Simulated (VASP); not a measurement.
Here is a VASP 6.6.1 calculation.

File INCAR:

```
SYSTEM = Cs
PREC = Accurate
ENCUT = 600
EDIFF = 1E-6
ISMEAR = 1
SIGMA = 0.1
LREAL = .False.
LASPH = .True.
NELM = 80
ALGO = Normal
ISIF = 3
LWAVE = .False.
LCHARG = .False.
GGA = B5
ALDAX = 1.0
AGGAX = 1.0
AGGAC = 1.0
ALDAC = 0.0
IVDW = 12
VDW_S6 = 1.0
VDW_S8 = 2.6996
VDW_A1 = 0.4298
VDW_A2 = 4.2359
IBRION = 2
NSW = 50
EDIFFG = -0.01
```

The input KPOINTS:

```
regular mesh
0
Gamma
  6 6 6
  0 0 0
```

POSCAR

```
Cs
1.0
    0.0000000000      2.9920000000      2.9920000000
    2.9920000000      0.0000000000      2.9920000000
    2.9920000000      2.9920000000      0.0000000000
Cs
1
Direct
    0.0000000000      0.0000000000      0.0000000000
```

Potentials or basis: VASP PAW PBE potentials, release 64 (Cs_sv).

Launch:

```bash
$ cat potpaw_PBE.64/Cs_sv/POTCAR > POTCAR
$ mpirun -np 1 vasp_std > vasp.out
```

What does it give for the relaxed cell?

a = 5.342 Å, b = 5.342 Å, c = 5.342 Å, α = 60.00°, β = 60.00°, γ = 60.00°.

Estimate the relaxed volume.

107.81 Å³/atom.

Estimate the band gap on the k mesh.

zero (an odd number of electrons rules out a gap without spin polarisation).

Step by step:
| step | energy change (eV) | largest force (eV/Å) | pressure (GPa) | volume (Å³) |
| --- | --- | --- | --- | --- |
| 1 | 0.0000 | 0.0000 | 3.44 | 53.57 |
| 2 | -0.1477 | 0.0000 | 1.90 | 63.00 |
| 3 | -0.3155 | 0.0000 | 0.81 | 83.37 |
| 4 | -0.3307 | 0.0000 | -0.36 | 136.39 |
| 5 | -0.3687 | 0.0000 | -0.10 | 112.05 |
| 6 | -0.3700 | 0.0000 | 0.02 | 106.50 |
| 7 | -0.3701 | 0.0000 | -0.01 | 107.81 |

Caveat: the volume moved by over 15 % at a fixed basis, so the end points are rough; the PAW data sets were made with another functional, which shifts forces and pressure a little; spin-orbit coupling is left out, which moves the levels of the heavy elements. Zero-point motion and thermal expansion aren't in these numbers.
